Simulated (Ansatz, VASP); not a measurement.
ZrC in VASP and in Ansatz

INCAR

```
PREC = Accurate
ENCUT = 520
EDIFF = 1E-6
ISMEAR = -1
SIGMA = 0.05
LREAL = False
LASPH = True
NELM = 100
ALGO = Normal
ISIF = 2
LWAVE = False
LCHARG = False
GGA = PE
NBANDS = 15
```

KPOINTS

```
Automatic mesh
0
Gamma
  15 15 15
```

Contents of POSCAR:

```
ZrC
1.0
    0.0000000000      2.3502100000      2.4207163000
    2.3502100000      0.0000000000      2.4207163000
    2.3502100000      2.3502100000      0.0000000000
Zr C
1 1
Direct
    0.5000000000      0.5000000000      0.5000000000
    0.0000000000      0.0000000000      0.0000000000
```

Input for Ansatz:

```yaml
crystal:
  lattice:
    - [0.0, 2.35021, 2.4207163]
    - [2.35021, 0.0, 2.4207163]
    - [2.35021, 2.35021, 0.0]
  atoms:
    - { symbol: Zr, position: [0.5, 0.5, 0.5] }
    - { symbol: C, position: [0.0, 0.0, 0.0] }
kpoints:
  mp_grid: { grid: [15, 15, 15] }
  band_path:
    path:
      - [0.0, 0.0, 0.0]
      - [0.0, 0.5, 0.5]
      - [0.25, 0.75, 0.5]
      - [0.0, 0.5, 0.0]
      - [0.0, 0.0, 0.0]
      - [0.5, 0.5, 0.0]
      - [0.3678244886, 0.6321755114, 0.0]
      - [-0.3678244886, 0.3678244886, 0.0]
      - [0.0, 0.0, 0.0]
    npoints: 5
scf:
  occupations: { method: fermi_dirac, width: 0.05 }
hamiltonian:
  xc: pbe
  pseudopotentials: { kind: all_electron, lapw: { basis_error: 0.00025 } }
output:
  forces: true
  stress: true
  eigenvalues: true
```

Change from the starting cell: zz strain of +3 %.

Alike in both runs: task single point; functional PBE; k mesh 15 × 15 × 15; occupations fermi-dirac, width 0.05 eV; no spin polarisation.

```csv
,VASP,Ansatz
version,VASP 6.6.1,Ansatz 0.2.0
potentials or method,"VASP PAW PBE potentials, release 64 (Zr_sv, C), cutoff 520 eV","all-electron LAPW, scalar-relativistic"
```

Ansatz gave:

| Property | Result |
| --- | --- |
| pressure (GPa) | -4.7 |
| traceless stress, the component that is largest in VASP (GPa) | -5.97 |

**Question.** Which values does VASP return?

**Answer.** Pressure (GPa): -4.6; traceless stress, the component that is largest in VASP (GPa): -6.01.

Ansatz ran all-electron here, and VASP with PAW potentials.
